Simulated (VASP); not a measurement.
A run of VASP 6.6.1 is set up as follows.

INCAR

```
SYSTEM = CdS
ALGO = Normal
EDIFF = 1E-6
ENCUT = 520
GGA = PE
ISIF = 2
ISMEAR = 0
LASPH = .True.
LCHARG = .False.
LREAL = .False.
LWAVE = .False.
NBANDS = 16
NELM = 60
PREC = Accurate
SIGMA = 0.01
```

Contents of KPOINTS:

```
k-points
0
Gamma
  6 6 6
  0 0 0
```

The input POSCAR:

```
CdS
1.0
    0.0000000000      2.9261894400      2.9261894400
    2.9261894400      0.0000000000      2.9261894400
    2.9261894400      2.9261894400      0.0000000000
Cd S
1 1
Direct
    0.0000000000      0.0000000000      0.0000000000
    0.2500000000      0.2500000000      0.2500000000
```

Potentials or basis: VASP PAW PBE potentials, release 64 (Cd, S).

Command:

```console
$ cat potpaw_PBE.64/Cd/POTCAR potpaw_PBE.64/S/POTCAR > POTCAR
$ mpirun -np 1 vasp_std > vasp.out
```

(1) Predict the pressure.

(2) What does it give for the band gap on the k mesh?

## Answers

(1) 2.6 GPa.

(2) 1.13 eV, direct.
